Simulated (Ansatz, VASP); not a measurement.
# Two plane-wave programs on BN

```xyz
4
Lattice="0.0089 1.8353 1.8569 1.7912 1.8073 0.0370 -1.8204 3.6066 -1.8018" Properties=species:S:1:pos:R:3 pbc="T T T"
B     0.0365    0.0743   -0.0096
B     0.0249    3.5954    0.1289
N    -0.9559    2.6877   -0.9039
N     0.8692    2.7040    0.8998
```

Change from the starting cell: cell x2, atoms moved at random (sigma 0.05 Å) and cell strained at random (1.5 %), then relaxed without symmetry.

Alike in both runs: task relaxation of cell and atoms; functional PBE; k mesh 6 × 6 × 6; occupations gaussian, width 0.1 eV; no spin polarisation.

|  | VASP | Ansatz |
| --- | --- | --- |
| version | VASP 6.6.1 | Ansatz 0.2.0 |
| potentials or method | VASP PAW PBE potentials, release 64 (B, N), cutoff 600 eV | scalar-relativistic, plane waves, PAW |
| valence electrons in the cell | 16 | 16 |

```csv
,VASP,Ansatz,Ansatz less VASP
"gap on the k mesh at the Fermi level, each at its own relaxed structure (eV)",4.43,4.46,+0.027
relaxed volume (Å³/atom),5.95,5.95,0.000
relaxed cell length with the largest relative difference (Å),2.562,2.563,+0.0008
```

The k mesh is coarse, so the values compare programs but aren't converged.
